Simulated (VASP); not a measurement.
# TiZn3 (Pm-3m) in VASP: electric field gradients with LDA

Aim: the electric field gradients of TiZn3 with LDA.

All numbers are computed with VASP 6.6.1; they aren't measurements. Logs are shortened: lines on timing, memory, paths and dates and some standing lists are left out, and cuts for length are marked.

### 1 The cell of the first run

Symmetry: Pm-3m, No. 221, cubic system. The conventional cell has a = 4.009 Å, b = 4.009 Å, c = 4.009 Å, α = 90.00°, β = 90.00°, γ = 90.00°. Within 3.7 Å of Ti (site symmetry m-3m) lie 12 Zn at 2.84 Å. Within 3.7 Å of Zn (site symmetry 4/mmm) lie 4 Ti at 2.84 Å and 8 Zn at 2.84 Å.

### 2 Electric field gradients, LDA (16.11 Å³/atom)

Input file INCAR:

```
SYSTEM = TiZn3
PREC = Accurate
ENCUT = 520
EDIFF = 1E-8
ISMEAR = -1
SIGMA = 0.05
LREAL = .False.
LASPH = .True.
NELM = 60
ALGO = Normal
ISIF = 2
LWAVE = .False.
LCHARG = .False.
GGA = CA
LEFG = .True.
NBANDS = 32
```

Input file KPOINTS:

```
regular mesh
0
Gamma
  9 9 9
  0 0 0
```

Input file POSCAR:

```
TiZn3
1.0
    4.0093215403      0.0000000000      0.0000000000
    0.0000000000      4.0093215403      0.0000000000
    0.0000000000      0.0000000000      4.0093215403
Ti Zn
1 3
Direct
    0.0000000000      0.0000000000      0.0000000000
    0.0000000000      0.5000000000      0.5000000000
    0.5000000000      0.0000000000      0.5000000000
    0.5000000000      0.5000000000      0.0000000000
```

Potentials or basis: VASP PAW LDA potentials, release 64 (Ti_sv, Zn).

Command:

```
$ cat potpaw_LDA.64/Ti_sv/POTCAR potpaw_LDA.64/Zn/POTCAR > POTCAR
$ mpirun -np 1 vasp_std > vasp.out
```

OUTCAR:

```text
SYSTEM = TiZn3
   PREC = Accurate
   ENCUT = 520
   EDIFF = 1E-8
   ISMEAR = -1
   LREAL = .False.
   LASPH = .True.
   NELM = 60
   ISIF = 2
   GGA = CA

 ion  position               nearest neighbor table
   1  0.000  0.000  0.000-   2 2.84   3 2.84   4 2.84   2 2.84   3 2.84   2 2.84   4 2.84   2 2.84
                             3 2.84   4 2.84   3 2.84   4 2.84
   2  0.000  0.500  0.500-   1 2.84   3 2.84   4 2.84   1 2.84   4 2.84   1 2.84   3 2.84   1 2.84
                             3 2.84   4 2.84   4 2.84   3 2.84
   3  0.500  0.000  0.500-   1 2.84   2 2.84   4 2.84   1 2.84   4 2.84   2 2.84   4 2.84   4 2.84
                             1 2.84   2 2.84   1 2.84   2 2.84
   4  0.500  0.500  0.000-   1 2.84   2 2.84   3 2.84   2 2.84   3 2.84   1 2.84   3 2.84   3 2.84
                             1 2.84   2 2.84   2 2.84   1 2.84

  LATTYP: Found a simple cubic cell.
 ALAT       =     4.0093215403

  Lattice vectors:

 A1 = (   4.0093215403,   0.0000000000,   0.0000000000)
 A2 = (   0.0000000000,   4.0093215403,   0.0000000000)
 A3 = (   0.0000000000,   0.0000000000,   4.0093215403)

Analysis of symmetry for initial positions (statically):
=====================================================================
 Subroutine PRICEL returns:
 Original cell was already a primitive cell.

 Routine SETGRP: Setting up the symmetry group for a
 simple cubic supercell.

 Subroutine GETGRP returns: Found 48 space group operations
 (whereof 48 operations were pure point group operations)
 out of a pool of 48 trial point group operations.

The static configuration has the point symmetry O_h .

Analysis of symmetry for dynamics (positions and initial velocities):
=====================================================================
 Subroutine PRICEL returns:
 Original cell was already a primitive cell.

 Routine SETGRP: Setting up the symmetry group for a
 simple cubic supercell.

 Subroutine GETGRP returns: Found 48 space group operations
 (whereof 48 operations were pure point group operations)
 out of a pool of 48 trial point group operations.

The dynamic configuration has the point symmetry O_h .

 Subroutine INISYM returns: Found 48 space group operations
 (whereof 48 operations are pure point group operations),
 and found     1 'primitive' translations

----------------------------------------------------------------------------------------

                                     Primitive cell

  volume of cell :      64.4485

  direct lattice vectors                    reciprocal lattice vectors
     4.009321540  0.000000000  0.000000000     0.249418758  0.000000000  0.000000000
     0.000000000  4.009321540  0.000000000     0.000000000  0.249418758  0.000000000
     0.000000000  0.000000000  4.009321540     0.000000000  0.000000000  0.249418758

  length of vectors
     4.009321540  4.009321540  4.009321540     0.249418758  0.249418758  0.249418758

  position of ions in fractional coordinates (direct lattice)
     0.000000000  0.000000000  0.000000000
     0.000000000  0.500000000  0.500000000
     0.500000000  0.000000000  0.500000000
     0.500000000  0.500000000  0.000000000

  ion indices of the primitive-cell ions
   primitive index   ion index
                 1           1
                 2           2
                 3           3
                 4           4

----------------------------------------------------------------------------------------

 KPOINTS: regular mesh

Automatic generation of k-mesh.
 Grid dimensions read from file:
 generate k-points for:    9    9    9

 Generating k-lattice:

[... 44 lines left out ...]
   number of dos      NEDOS =    301   number of ions     NIONS =      4
   total plane-waves  NPLWV =  27000
   dimension x,y,z NGX =    30 NGY =   30 NGZ =   30
   dimension x,y,z NGXF=    60 NGYF=   60 NGZF=   60
   ions per type =               1   3
   NGX,Y,Z   is equivalent  to a cutoff of  12.44, 12.44, 12.44 a.u.
   NGXF,Y,Z  is equivalent  to a cutoff of  24.88, 24.88, 24.88 a.u.
 SYSTEM =  TiZn3
   PREC   = accura    normal or accurate (medium, high low for compatibility)
   ISTART =      0    job   : 0-new  1-cont  2-samecut
   ICHARG =      2    charge: 1-file 2-atom 10-const
   ISPIN  =      1    spin polarized calculation?
   LNONCOLLINEAR =      F non collinear calculations
   LSORBIT =      F    spin-orbit coupling
   LASPH  =      T    aspherical Exc in radial PAW
   ENCUT  =  520.0 eV  38.22 Ry    6.18 a.u.   7.45  7.45  7.45*2*pi/ulx,y,z
   NELM   =     60;   NELMIN=  2; NELMDL= -5     # of ELM steps
   EDIFF  = 0.1E-07   stopping-criterion for ELM
   LREAL  =      F    real-space projection
   EDIFFG = 0.1E-06   stopping-criterion for IOM
   NSW    =      0    number of steps for IOM
   IBRION =     -1    ionic relax: 0-MD 1-quasi-New 2-CG
   NFREE  =      0    steps in history (QN), initial steepest desc. (CG)
   ISIF   =      2    stress and relaxation
   ISYM   =      2    0-nonsym 1-usesym 2-fastsym
   POTIM  = 0.5000    time-step for ionic-motion
   TEBEG  =    0.0;   TEEND  =   0.0 temperature during run
   PSTRESS=    0.0 pullay stress
   NELECT =      48.0000    total number of electrons
   NUPDOWN=      -1.0000    fix difference up-down
   EMIN   =  10.00;   EMAX   =-10.00  energy-range for DOS
   EFERMI =   0.00;   METHOD = LEGACY
   ISMEAR =    -1;   SIGMA  =   0.05  broadening in eV -4-tet -1-fermi 0-gaus
   EFERMI_NEDOS =   21; number of points for ismear=-14 and -15
   IALGO  =     38    algorithm
   IMIX   =      4    mixing-type and parameters
     AMIX     =   0.40;   BMIX     =  1.00
     AMIX_MAG =   1.60;   BMIX_MAG =  1.00
  volume/ion in A,a.u.               =      16.11       108.73
  Fermi-wavevector in a.u.,A,eV,Ry     =   1.483945  2.804249 29.961275  2.202092
  Thomas-Fermi vector in A             =   2.597543
   LORBIT       =      0    0 simple, 1 ext, 2 COOP (PROOUT), +10 PAW based schemes
   GGA     = CA    functional components
   LHFCALC =     F    Hartree Fock is set to
   AEXX    =    0.0000 exact exchange contribution
   IVDW    =     0    specifies the selected vdW correction
   LEPSILON=     F    determine dielectric tensor
   LRPA    =     F    only Hartree local field effects (RPA)
 non-spin polarized calculation
  energy-cutoff  :      520.00
  volume of cell :       64.45
 maximum number of plane-waves:      1771
 NGX is ok and might be reduce to    30
   NGX = 15   NGY = 15   NGZ = 15

 number of electron      48.0000109 magnetization

 Free energy of the ion-electron system (eV)
  ---------------------------------------------------
  ext. energy  EPLUGINS =         0.00000000
  ---------------------------------------------------
  free energy    TOTEN  =       -14.66301315 eV

  energy without entropy =      -14.63309114  energy(sigma->0) =      -14.64805214

 E-fermi :   3.6519     XC(G=0): -11.7478

 val. band max:        3.6391857500   @ k =   0.2222   0.1111   0.0000
 cond. band min:       3.6648157312   @ k =   0.2222   0.2222   0.0000
 fundamental gap:      0.0256299812
 Fermi energy:         3.6519068707

 k-point     1 :       0.0000    0.0000    0.0000
  band No.  band energies     occupation
      1     -52.5664      2.00000
      2     -29.2014      2.00000
      3     -29.2014      2.00000
      4     -29.2014      2.00000
      5      -5.1638      2.00000
      6      -3.8608      2.00000
[... 829 lines left out ...]
     31       9.9582      0.00000
     32      10.6972      0.00000

 [... further k-points ...]

------------------------ aborting loop because EDIFF is reached ----------------------------------------

  FORCE on cell =-STRESS in cart. coord.  units (eV):
  Direction    XX          YY          ZZ          XY          YZ          ZX
  --------------------------------------------------------------------------------------
  -------------------------------------------------------------------------------------
  Total       -5.3806236     -5.3806236     -5.3806236      0.0000000      0.0000000     -0.0000000
  in kB     -133.7613150   -133.7613150   -133.7613150      0.0000000      0.0000000     -0.0000000
  external PRESSURE =    -133.7613150 kB  Pullay stress =       0.0000000 kB

 VOLUME and BASIS-vectors are now :
 -----------------------------------------------------------------------------
  energy-cutoff  :      520.00
  volume of cell :       64.45
      direct lattice vectors                 reciprocal lattice vectors
     4.009321540  0.000000000  0.000000000     0.249418758  0.000000000  0.000000000
     0.000000000  4.009321540  0.000000000     0.000000000  0.249418758  0.000000000
     0.000000000  0.000000000  4.009321540     0.000000000  0.000000000  0.249418758

 POSITION                                       TOTAL-FORCE (eV/Angst)
 -----------------------------------------------------------------------------------
      0.00000      0.00000      0.00000         0.000000      0.000000      0.000000
      0.00000      2.00466      2.00466         0.000000      0.000000      0.000000
      2.00466      0.00000      2.00466         0.000000      0.000000      0.000000
      2.00466      2.00466      0.00000         0.000000      0.000000      0.000000
 -----------------------------------------------------------------------------------
    total drift:                                0.000000      0.000000     -0.000000

  FREE ENERGIE OF THE ION-ELECTRON SYSTEM (eV)
  ---------------------------------------------------
  free  energy   TOTEN  =       -14.6630131479 eV

  energy  without entropy=      -14.6330911409  energy(sigma->0) =      -14.64805214

 Electric field gradients (V/A^2)
---------------------------------------------------------------------
 ion       V_xx      V_yy      V_zz      V_xy      V_xz      V_yz
---------------------------------------------------------------------
   1       0.000     0.000     0.000     0.000    -0.000     0.000
   2      37.987   -18.993   -18.993    -0.000     0.000    -0.000
   3     -18.993    37.987   -18.993     0.000    -0.000     0.000
   4     -18.993   -18.993    37.987     0.000     0.000     0.000
---------------------------------------------------------------------

 Electric field gradients after diagonalization (V/A^2)
 (convention: |V_zz| > |V_xx| > |V_yy|)
----------------------------------------------------------------------
 ion       V_xx      V_yy      V_zz     asymmetry (V_yy - V_xx)/ V_zz
----------------------------------------------------------------------
   1       0.000     0.000     0.000      -0.519
   2     -18.993   -18.993    37.987       0.000
   3     -18.993   -18.993    37.987       0.000
   4     -18.993   -18.993    37.987       0.000
----------------------------------------------------------------------

           NMR quadrupolar parameters

 Cq : quadrupolar parameter    Cq=e*Q*V_zz/h
 eta: asymmetry parameters     (V_yy - V_xx)/ V_zz
 Q  : nuclear electric quadrupole moment in mb (millibarn)
----------------------------------------------------------------------
 ion       Cq(MHz)       eta       Q (mb)
----------------------------------------------------------------------
   1       0.000      -0.519       1.000
   2       0.092       0.000       1.000
   3       0.092       0.000       1.000
   4       0.092       0.000       1.000
----------------------------------------------------------------------
```

It took 1.9 min on 1 thread of AMD EPYC 7R43 (Zen 3), shared host; peak memory 0.15 GiB.

What came out:

```
Free energy                             : -14.6630 eV
Pressure                                : -13.4 GPa
Band gap on the k mesh                  : zero (bands 24 and 25 overlap by 1.77 eV)
Largest electric field gradient by atom : Ti +0.0; Zn +38.0 V/Å²
```

Electric field gradients, principal values (V/Å²):
```tsv
atom	least	middle	greatest (by size)
1 Ti	0.000	0.000	0.000
2 Zn	-18.993	-18.993	37.987
3 Zn	-18.993	-18.993	37.987
4 Zn	-18.993	-18.993	37.987
```

Caveat: the cell stands under tension; without QUAD_EFG the Cq values of the log hold for a quadrupole moment of 1 mb, not for the nuclei.
